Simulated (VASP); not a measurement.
Set up this calculation in VASP 6.6.1, as the native input.

```
Task                   : single point
Functional             : PBE
Potentials or basis    : VASP PAW PBE potentials, release 64 (Y_sv, Be)
Cutoff                 : 520 eV
k mesh                 : 8 × 8 × 8
Occupations            : gaussian, width 0.1 eV
Spin                   : no spin polarisation
Dipole correction      : no
Further INCAR settings : ALGO = Fast; EDIFF = 1e-06; NBANDS = 26
```

The structure of Y3Be2 lies in POSCAR:

```
Y3Be2
1.0
    5.1486371246      0.0000000000      0.0000000000
    0.0000000000      5.1486371246      0.0000000000
    0.0000000000      0.0000000000      5.1486371246
Y Be
3 2
Direct
    0.0000000000      0.5000000000      0.5000000000
    0.5000000000      0.0000000000      0.5000000000
    0.5000000000      0.5000000000      0.0000000000
    0.0000000000      0.0000000000      0.0000000000
    0.5000000000      0.5000000000      0.5000000000
```

The input as run:

INCAR

```
SYSTEM = Y3Be2
PREC     = Accurate       ! precision mode
ENCUT    = 520            ! plane-wave cutoff, eV
EDIFF    = 1E-6           ! SCF threshold, eV
ISMEAR   = 0              ! smearing method
SIGMA    = 0.1            ! smearing width, eV
LREAL    = .False.        ! projectors in reciprocal space
LASPH    = .True.         ! aspherical terms in the spheres
NELM     = 60             ! most SCF steps
ALGO     = Fast           ! electronic algorithm
ISIF     = 2              ! what is computed and relaxed
LWAVE    = .False.        ! write WAVECAR
LCHARG   = .False.        ! write CHGCAR
GGA      = PE             ! functional
NBANDS   = 26             ! bands
```

KPOINTS

```
regular mesh
0
Gamma
  8 8 8
  0 0 0
```

Potentials or basis: VASP PAW PBE potentials, release 64 (Y_sv, Be).

Launch:

```console
$ cat potpaw_PBE.64/Y_sv/POTCAR potpaw_PBE.64/Be/POTCAR > POTCAR
$ mpirun -np 1 vasp_std > vasp.out
```

It gave:

* Pressure: 0.0 GPa

Run time: 5.6 min on 1 thread of Intel(R) Xeon(R) Platinum 8488C (Sapphire Rapids), on a shared host, peak memory 0.33 GiB.
